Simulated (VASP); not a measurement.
# AlN (P1) in VASP: a series of runs

AlN is run at these levels: r2SCAN; tasks: single point.

All numbers are computed with VASP 6.6.1; they aren't measurements. Logs are shortened: lines on timing, memory, paths and dates and some standing lists are left out, and cuts for length are marked.

## 1. The cell of the first run

The typed cell holds 4 atoms: a = 3.107 Å, b = 3.107 Å, c = 4.978 Å, α = 90.00°, β = 90.00°, γ = 120.00°.

## 2. Single point, r2SCAN (atom 1 (Al) moved by (-0.450, -0.225) A along x and z)

Input file POSCAR:

```
AlN
1.0
    3.1066653383      0.0000000000      0.0000000000
   -1.5533326691      2.6904511040      0.0000000000
    0.0000000000      0.0000000000      4.9784048429
Al N
2 2
Direct
    0.1884834860      0.6666666667     -0.0435022971
    0.6666666667      0.3333333333      0.5016929024
    0.3333333333      0.6666666667      0.3833070976
    0.6666666667      0.3333333333      0.8833070976
```

Input file INCAR.step1:

```
PREC     = Accurate       # precision mode
ENCUT    = 520            # plane-wave cutoff, eV
ISMEAR   = 0              # smearing method
SIGMA    = 0.05           # smearing width, eV
LREAL    = False          # projectors in reciprocal space
LASPH    = True           # aspherical terms in the spheres
NELM     = 100            # most SCF steps
NBANDS   = 16             # bands
GGA      = PE             # functional
ALGO     = Normal         # electronic algorithm
EDIFF    = 1E-4           # SCF threshold, eV
LWAVE    = True           # write WAVECAR
LCHARG   = False          # write CHGCAR
```

Input file INCAR.step2:

```
PREC     = Accurate       # precision mode
ENCUT    = 520            # plane-wave cutoff, eV
EDIFF    = 1E-6           # SCF threshold, eV
ISMEAR   = 0              # smearing method
SIGMA    = 0.05           # smearing width, eV
LREAL    = False          # projectors in reciprocal space
LASPH    = True           # aspherical terms in the spheres
NELM     = 100            # most SCF steps
ALGO     = Normal         # electronic algorithm
ISIF     = 2              # what is computed and relaxed
LWAVE    = False          # write WAVECAR
LCHARG   = False          # write CHGCAR
METAGGA  = R2SCAN         # meta-GGA
LMIXTAU  = True         
NBANDS   = 16             # bands
ISTART   = 1
```

Input file KPOINTS:

```
regular mesh
0
Gamma
  12 12 6
```

Potentials or basis: VASP PAW PBE potentials, release 64 (Al, N).

Command:

```sh
cat potpaw_PBE.64/Al/POTCAR potpaw_PBE.64/N/POTCAR > POTCAR
cp INCAR.step1 INCAR
mpirun -np 1 vasp_std > vasp.out
cp INCAR.step2 INCAR
mpirun -np 1 vasp_std > vasp.out
```

OUTCAR:

```text
PREC = Accurate
   ENCUT = 520
   EDIFF = 1E-6
   ISMEAR = 0
   LREAL = False
   LASPH = True
   NELM = 100
   ISIF = 2
   METAGGA = R2SCAN
   ISTART = 1

 ion  position               nearest neighbor table
   1  0.188  0.667  0.956-   4 1.47   4 1.88   3 2.17   4 2.22   2 2.67   2 2.92   2 3.06   2 3.15
                             2 3.28
   2  0.667  0.333  0.502-   3 1.89   3 1.89   3 1.89   4 1.90   1 2.67   1 2.92   1 3.06   1 3.15
                             1 3.28
   3  0.333  0.667  0.383-   2 1.89   2 1.89   2 1.89   1 2.17
   4  0.667  0.333  0.883-   1 1.47   1 1.88   2 1.90   1 2.22

  LATTYP: Found a hexagonal cell.
 ALAT       =     3.1066653383
 C/A-ratio  =     1.6024915145

  Lattice vectors:

 A1 = (   3.1066653383,   0.0000000000,   0.0000000000)
 A2 = (  -1.5533326691,   2.6904511040,   0.0000000000)
 A3 = (   0.0000000000,   0.0000000000,   4.9784048429)

Analysis of symmetry for initial positions (statically):
=====================================================================
 Subroutine PRICEL returns:
 Original cell was already a primitive cell.

 Routine SETGRP: Setting up the symmetry group for a
 hexagonal supercell.

 Subroutine GETGRP returns: Found  1 space group operations
 (whereof  1 operations were pure point group operations)
 out of a pool of 24 trial point group operations.

The static configuration has the point symmetry C_1 .

Analysis of symmetry for dynamics (positions and initial velocities):
=====================================================================
 Subroutine PRICEL returns:
 Original cell was already a primitive cell.

 Routine SETGRP: Setting up the symmetry group for a
 hexagonal supercell.

 Subroutine GETGRP returns: Found  1 space group operations
 (whereof  1 operations were pure point group operations)
 out of a pool of 24 trial point group operations.

The dynamic configuration has the point symmetry C_1 .

 Subroutine INISYM returns: Found  1 space group operations
 (whereof  1 operations are pure point group operations),
 and found     1 'primitive' translations

[... 88 lines left out ...]
 SYSTEM =  unknown system
   PREC   = accura    normal or accurate (medium, high low for compatibility)
   ISTART =      1    job   : 0-new  1-cont  2-samecut
   ICHARG =      0    charge: 1-file 2-atom 10-const
   ISPIN  =      1    spin polarized calculation?
   LNONCOLLINEAR =      F non collinear calculations
   LSORBIT =      F    spin-orbit coupling
   LASPH  =      T    aspherical Exc in radial PAW
   ENCUT  =  520.0 eV  38.22 Ry    6.18 a.u.   5.78  5.78  9.26*2*pi/ulx,y,z
   NELM   =    100;   NELMIN=  2; NELMDL=  0     # of ELM steps
   EDIFF  = 0.1E-05   stopping-criterion for ELM
   LREAL  =      F    real-space projection
[... 7 lines left out ...]
   TEBEG  =    0.0;   TEEND  =   0.0 temperature during run
   PSTRESS=    0.0 pullay stress
   NELECT =      16.0000    total number of electrons
   NUPDOWN=      -1.0000    fix difference up-down
   EMIN   =  10.00;   EMAX   =-10.00  energy-range for DOS
   EFERMI =   0.00;   METHOD = LEGACY
   ISMEAR =     0;   SIGMA  =   0.05  broadening in eV -4-tet -1-fermi 0-gaus
   EFERMI_NEDOS =   21; number of points for ismear=-14 and -15
   IALGO  =     38    algorithm
   IMIX   =      4    mixing-type and parameters
     AMIX     =   0.40;   BMIX     =  1.00
     AMIX_MAG =   1.60;   BMIX_MAG =  1.00
  volume/ion in A,a.u.               =      10.40        70.20
  Fermi-wavevector in a.u.,A,eV,Ry     =   1.190451  2.249626 19.281821  1.417174
  Thomas-Fermi vector in A             =   2.326535
   LORBIT       =      0    0 simple, 1 ext, 2 COOP (PROOUT), +10 PAW based schemes
   METAGGA = R2SCAN    functional components
   LHFCALC =     F    Hartree Fock is set to
   AEXX    =    0.0000 exact exchange contribution
   IVDW    =     0    specifies the selected vdW correction
   LEPSILON=     F    determine dielectric tensor
   LRPA    =     F    only Hartree local field effects (RPA)
 non-spin polarized calculation
 Gauss-broadening in eV      SIGMA  =   0.05
  energy-cutoff  :      520.00
  volume of cell :       41.61
 maximum number of plane-waves:      1140
   NGX = 11   NGY = 11   NGZ = 19

 number of electron      15.9999997 magnetization

 Free energy of the ion-electron system (eV)
  ---------------------------------------------------
  ext. energy  EPLUGINS =         0.00000000
  ---------------------------------------------------
  free energy    TOTEN  =       -35.28045401 eV

  energy without entropy =      -35.28045401  energy(sigma->0) =      -35.28045401

 E-fermi :   6.4306     XC(G=0): -11.3919

 val. band max:        6.2409956027   @ k =   0.0000   0.0000   0.0000
 cond. band min:      10.2706436154   @ k =   0.0000   0.0000   0.0000
 fundamental gap:      4.0296480127
 Fermi energy:         6.4306366540

 k-point     1 :       0.0000    0.0000    0.0000
  band No.  band energies     occupation
      1     -10.3899      2.00000
      2      -7.8613      2.00000
      3      -0.1478      2.00000
      4       3.6406      2.00000
      5       5.0837      2.00000
      6       5.8339      2.00000
[... 433 lines left out ...]
      3       0.5590      2.00000
      4       2.3149      2.00000
      5       3.6820      2.00000
      6       4.3405      2.00000
[... 8 lines left out ...]
     15      19.6468      0.00000
     16      20.5955      0.00000

 [... further k-points ...]

------------------------ aborting loop because EDIFF is reached ----------------------------------------

  FORCE on cell =-STRESS in cart. coord.  units (eV):
  Direction    XX          YY          ZZ          XY          YZ          ZX
  --------------------------------------------------------------------------------------
  -------------------------------------------------------------------------------------
  Total       10.6269123      7.8377425     -0.2622666     10.4875272      3.4876436      3.8601836
  in kB      409.1738704    301.7809248    -10.0981971    403.8070513    134.2866668    148.6307818
  external PRESSURE =     233.6188660 kB  Pullay stress =       0.0000000 kB

 VOLUME and BASIS-vectors are now :
 -----------------------------------------------------------------------------
  energy-cutoff  :      520.00
  volume of cell :       41.61
      direct lattice vectors                 reciprocal lattice vectors
     3.106665338  0.000000000  0.000000000     0.321888550  0.185842441  0.000000000
    -1.553332669  2.690451104  0.000000000     0.000000000  0.371684882  0.000000000
     0.000000000  0.000000000  4.978404843     0.000000000  0.000000000  0.200867553

 POSITION                                       TOTAL-FORCE (eV/Angst)
 -----------------------------------------------------------------------------------
     -0.45000      1.79363      4.76183        14.098451      9.446477      6.480998
      1.55333      0.89682      2.49763        -0.312727     -0.177741     -1.763955
     -0.00000      1.79363      1.90826        -0.703978      0.018988     -0.203510
      1.55333      0.89682      4.39746       -13.081747     -9.287724     -4.513533
 -----------------------------------------------------------------------------------
    total drift:                                0.000223     -0.000261      0.001231

  FREE ENERGIE OF THE ION-ELECTRON SYSTEM (eV)
  ---------------------------------------------------
  free  energy   TOTEN  =       -35.2804540094 eV

  energy  without entropy=      -35.2804540093  energy(sigma->0) =      -35.28045401
```

OSZICAR.step1:

```text
N       E                     dE             d eps       ncg     rms          rms(c)
DAV:   1     0.448472832878E+02    0.44847E+02   -0.73923E+03 13952   0.898E+02
DAV:   2    -0.289690758468E+02   -0.73816E+02   -0.67907E+02 19568   0.190E+02
DAV:   3    -0.325071480339E+02   -0.35381E+01   -0.35287E+01 17136   0.436E+01
DAV:   4    -0.325289747766E+02   -0.21827E-01   -0.21826E-01 18064   0.384E+00
DAV:   5    -0.325292714798E+02   -0.29670E-03   -0.29670E-03 17824   0.449E-01    0.136E+01
DAV:   6    -0.267258902546E+02    0.58034E+01   -0.12322E+01 17040   0.265E+01    0.488E+00
DAV:   7    -0.266968345264E+02    0.29056E-01   -0.74222E-01 15320   0.642E+00    0.309E+00
DAV:   8    -0.266697997631E+02    0.27035E-01   -0.48083E-02 19616   0.209E+00    0.575E-01
DAV:   9    -0.266693943442E+02    0.40542E-03   -0.93834E-03 17528   0.766E-01    0.277E-01
DAV:  10    -0.266698075756E+02   -0.41323E-03   -0.14430E-03 17368   0.279E-01    0.119E-01
DAV:  11    -0.266698684053E+02   -0.60830E-04   -0.31895E-04 16992   0.175E-01
   1 F= -.26669868E+02 E0= -.26669868E+02  d E =-.169190E-13
```

It took 7.1 min on 1 thread of AMD EPYC 9R45 (Zen 5), shared host; peak memory 0.32 GiB.

What came out:

```
Free energy            : -35.2805 eV
Pressure               : 23.4 GPa
Largest force          : 18.166 eV/Å
Band gap on the k mesh : 4.03 eV
```

Forces in eV/Å, atoms in the order of the input:
```
Al   14.098   9.446   6.481
Al   -0.313  -0.178  -1.764
N    -0.704   0.019  -0.204
N   -13.082  -9.288  -4.514
```

Stress tensor (GPa, compression positive):
```
40.92 40.38 14.86
40.38 30.18 13.43
14.86 13.43 -1.01
```

Levels at points of the mesh, in eV from the valence-band top:
```tsv
k point	band 6	band 7	band 8	band 9	band 10	band 11
(0.00, 0.00, 0.00)	-0.41	-0.26	0.00	4.03	7.09	11.09
(0.50, 0.00, 0.00)	-2.46	-2.02	-0.79	5.93	6.30	8.50
(0.00, 0.50, 0.00)	-2.58	-1.82	-0.87	5.64	5.99	8.04
(0.50, 0.50, 0.00)	-3.37	-1.60	-1.01	6.02	6.19	8.37
(0.00, 0.00, 0.50)	-1.02	-0.37	-0.34	6.16	7.17	10.12
(0.50, 0.00, 0.50)	-2.07	-1.27	-0.99	5.18	5.41	9.09
(0.00, 0.50, 0.50)	-2.13	-1.37	-1.08	5.43	5.56	9.06
(0.50, 0.50, 0.50)	-2.18	-1.32	-1.11	5.61	5.99	9.56
```

Caveat: the cell differs from its parent crystal (atom 1 (Al) moved by (-0.450, -0.225) A along x and z); the stress differs along the axes, from -1 to 41 GPa; the PAW data sets were made with another functional, which shifts forces and pressure a little. A k mesh can miss the band edges.

## 3. Single point, r2SCAN (atom 1 (Al) moved by (-0.450, +0.225) A along x and z)

POSCAR: that of step 2 with these lines changed.

```diff
@@ -8,3 +8,3 @@
 Direct
-    0.1884834860      0.6666666667     -0.0435022971
+    0.1884834860      0.6666666667      0.0468881019
     0.6666666667      0.3333333333      0.5016929024
```

Input file INCAR.step1:

```
SYSTEM = AlN
ALGO = Normal
EDIFF = 1E-4
ENCUT = 520
GGA = PE
ISMEAR = 0
LASPH = .TRUE.
LCHARG = .FALSE.
LREAL = .FALSE.
LWAVE = .TRUE.
NBANDS = 16
NELM = 80
PREC = Accurate
SIGMA = 0.05
```

Input file INCAR.step2:

```
SYSTEM = AlN
ALGO = Normal
EDIFF = 1E-6
ENCUT = 520
ISIF = 2
ISMEAR = 0
ISTART = 1
LASPH = .TRUE.
LCHARG = .FALSE.
LMIXTAU = .TRUE.
LREAL = .FALSE.
LWAVE = .FALSE.
METAGGA = R2SCAN
NBANDS = 16
NELM = 80
PREC = Accurate
SIGMA = 0.05
```

Input file KPOINTS:

```
k-points
0
G
  12 12 6
  0 0 0
```

Potentials or basis: VASP PAW PBE potentials, release 64 (Al, N).

Command:

```sh
cat potpaw_PBE.64/Al/POTCAR potpaw_PBE.64/N/POTCAR > POTCAR
cp INCAR.step1 INCAR
mpirun -np 1 vasp_std > vasp.out
cp INCAR.step2 INCAR
mpirun -np 1 vasp_std > vasp.out
```

OUTCAR:

```text
SYSTEM = AlN
   EDIFF = 1E-6
   ENCUT = 520
   ISIF = 2
   ISMEAR = 0
   ISTART = 1
   LASPH = .TRUE.
   LREAL = .FALSE.
   METAGGA = R2SCAN
   NELM = 80
   PREC = Accurate

 ion  position               nearest neighbor table
   1  0.188  0.667  0.047-   4 1.64   3 1.73   4 2.02   4 2.34   2 2.67   2 2.92   2 3.06   2 3.15
                             2 3.28
   2  0.667  0.333  0.502-   3 1.89   3 1.89   3 1.89   4 1.90   1 2.67   1 2.92   1 3.06   1 3.15
                             1 3.28
   3  0.333  0.667  0.383-   1 1.73   2 1.89   2 1.89   2 1.89
   4  0.667  0.333  0.883-   1 1.64   2 1.90   1 2.02   1 2.34

  LATTYP: Found a hexagonal cell.
 ALAT       =     3.1066653383
 C/A-ratio  =     1.6024915145

  Lattice vectors:

 A1 = (   3.1066653383,   0.0000000000,   0.0000000000)
 A2 = (  -1.5533326691,   2.6904511040,   0.0000000000)
 A3 = (   0.0000000000,   0.0000000000,   4.9784048429)

Analysis of symmetry for initial positions (statically):
=====================================================================
 Subroutine PRICEL returns:
 Original cell was already a primitive cell.

[... 177 lines left out ...]
 fundamental gap:      3.0142457959
 Fermi energy:         7.4481004897

 k-point     1 :       0.0000    0.0000    0.0000
  band No.  band energies     occupation
      1     -10.4715      2.00000
      2      -7.6965      2.00000
      3      -0.3228      2.00000
      4       4.2979      2.00000
      5       4.4318      2.00000
      6       5.5085      2.00000
[... 433 lines left out ...]
      3       0.3918      2.00000
      4       2.3557      2.00000
      5       3.6282      2.00000
      6       4.6177      2.00000
[... 8 lines left out ...]
     15      19.7791      0.00000
     16      19.9921      0.00000

 [... further k-points ...]

------------------------ aborting loop because EDIFF is reached ----------------------------------------

  FORCE on cell =-STRESS in cart. coord.  units (eV):
  Direction    XX          YY          ZZ          XY          YZ          ZX
  --------------------------------------------------------------------------------------
  -------------------------------------------------------------------------------------
  Total        2.9096449      1.7205207      5.2044978      2.7339363      2.4379542      3.2684248
  in kB      112.0316643     66.2461602    200.3916528    105.2662590     93.8698968    125.8459648
  external PRESSURE =     126.2231591 kB  Pullay stress =       0.0000000 kB

 VOLUME and BASIS-vectors are now :
 -----------------------------------------------------------------------------
  energy-cutoff  :      520.00
  volume of cell :       41.61
      direct lattice vectors                 reciprocal lattice vectors
     3.106665338  0.000000000  0.000000000     0.321888550  0.185842441  0.000000000
    -1.553332669  2.690451104  0.000000000     0.000000000  0.371684882  0.000000000
     0.000000000  0.000000000  4.978404843     0.000000000  0.000000000  0.200867553

 POSITION                                       TOTAL-FORCE (eV/Angst)
 -----------------------------------------------------------------------------------
     -0.45000      1.79363      0.23343         5.317332      3.747808     -3.377185
      1.55333      0.89682      2.49763        -0.364681     -0.225513      2.520810
     -0.00000      1.79363      1.90826        -0.176253     -0.053566      2.032569
      1.55333      0.89682      4.39746        -4.776398     -3.468729     -1.176195
 -----------------------------------------------------------------------------------
    total drift:                                0.000067     -0.000044     -0.000413

  FREE ENERGIE OF THE ION-ELECTRON SYSTEM (eV)
  ---------------------------------------------------
  free  energy   TOTEN  =       -36.6704907496 eV

  energy  without entropy=      -36.6704907496  energy(sigma->0) =      -36.67049075
```

OUTCAR.step1:

```text
SYSTEM = AlN
   EDIFF = 1E-4
   ENCUT = 520
   GGA = PE
   ISMEAR = 0
   LASPH = .TRUE.
   LREAL = .FALSE.
   NELM = 80
[... 685 lines left out ...]
      1.55333      0.89682      2.49763        -0.354766     -0.219881      2.389912
     -0.00000      1.79363      1.90826        -0.073245     -0.046127      2.060325
      1.55333      0.89682      4.39746        -4.700468     -3.424201     -1.256587
 -----------------------------------------------------------------------------------
    total drift:                               -0.000625      0.001183     -0.005974

  FREE ENERGIE OF THE ION-ELECTRON SYSTEM (eV)
  ---------------------------------------------------
  free  energy   TOTEN  =       -28.0471891579 eV

  energy  without entropy=      -28.0471891579  energy(sigma->0) =      -28.04718916
```

OSZICAR.step1:

```text
N       E                     dE             d eps       ncg     rms          rms(c)
DAV:   1     0.429143180046E+02    0.42914E+02   -0.73723E+03 13952   0.898E+02
DAV:   2    -0.299146620183E+02   -0.72829E+02   -0.66860E+02 19408   0.188E+02
DAV:   3    -0.333985910488E+02   -0.34839E+01   -0.34742E+01 17256   0.431E+01
DAV:   4    -0.334199696493E+02   -0.21379E-01   -0.21377E-01 18000   0.379E+00
DAV:   5    -0.334202576451E+02   -0.28800E-03   -0.28799E-03 17832   0.442E-01    0.130E+01
DAV:   6    -0.280832496288E+02    0.53370E+01   -0.11686E+01 16872   0.250E+01    0.451E+00
DAV:   7    -0.280725701485E+02    0.10679E-01   -0.70169E-01 15128   0.620E+00    0.304E+00
DAV:   8    -0.280481426924E+02    0.24427E-01   -0.55199E-02 19432   0.219E+00    0.382E-01
DAV:   9    -0.280468177257E+02    0.13250E-02   -0.87282E-03 18280   0.718E-01    0.245E-01
DAV:  10    -0.280471609117E+02   -0.34319E-03   -0.14273E-03 17328   0.292E-01    0.891E-02
DAV:  11    -0.280471891579E+02   -0.28246E-04   -0.16576E-04 14472   0.130E-01
   1 F= -.28047189E+02 E0= -.28047189E+02  d E =-.399128E-14
```

Run time: 6.9 min. Hardware: 1 thread of AMD EPYC 9R45 (Zen 5), shared host; peak memory 0.32 GiB.

What came out:

| Property | Result |
| --- | --- |
| Free energy | -36.6705 eV |
| Pressure | 12.6 GPa |
| Largest force | 7.330 eV/Å |
| Band gap on the k mesh | 3.01 eV |

Forces in eV/Å, atoms in the order of the input:
```
Al   5.317  3.748 -3.377
Al  -0.365 -0.226  2.521
N   -0.176 -0.054  2.033
N   -4.776 -3.469 -1.176
```

Stress tensor (GPa, compression positive):
```
11.20 10.53 12.58
10.53  6.62  9.39
12.58  9.39 20.04
```

Caveat: the cell differs from its parent crystal (atom 1 (Al) moved by (-0.450, +0.225) A along x and z); the stress differs along the axes, from 7 to 20 GPa; the PAW data sets were made with another functional, which shifts forces and pressure a little. A k mesh can miss the band edges.
